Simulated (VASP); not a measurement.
# CaS: single point with HSE06

CaS:

```
Ca S
1.0
     0.00000    2.84794    2.84794
     2.84794    0.00000    2.84794
     2.84794    2.84794    0.00000
Ca S
1 1
Direct
  0.00000 0.00000 0.00000
  0.50000 0.50000 0.50000
```

- Program: VASP 6.6.1
- Task: single point
- Functional: HSE06
- Potentials or basis: VASP PAW PBE potentials, release 64 (Ca_sv, S)
- Cutoff: 400 eV
- k mesh: 4 × 4 × 4
- Occupations: gaussian, width 0.01 eV
- Spin: no spin polarisation
- Dipole correction: no
- Grid for exact exchange (PRECFOCK): Normal
- Further INCAR settings: ALGO = Normal; EDIFF = 1e-06; NBANDS = 15
- Share of exact exchange: 0.25
- Screening parameter: 0.2079 1/Å

- Pressure: 0.3 GPa
- Band gap on the k mesh: 3.40 eV (least direct gap 4.31 eV)

Levels at points of the mesh, in eV from the valence-band top:
```
           k point  band 5  band 6  band 7  band 8  band 9  band 10  band 11  band 12
(0.00, 0.00, 0.00)  -12.50    0.00    0.00    0.00    5.18     5.48     5.48     5.48
(0.50, 0.00, 0.00)  -11.59   -3.38   -1.22   -1.22    6.18     7.66     7.90     7.90
(0.50, 0.50, 0.00)  -11.79   -2.54   -0.90   -0.90    3.40     7.11     7.14     8.50
```

Wall time 3.3 min on 1 thread of AMD EPYC 7R13 Processor (Zen 3), with other jobs on the host, peak memory 0.23 GiB.

Caveat: the k points lie up to 0.48 Å⁻¹ apart; the PAW data sets were made with another functional, which shifts forces and pressure a little. A k mesh can miss the band edges.
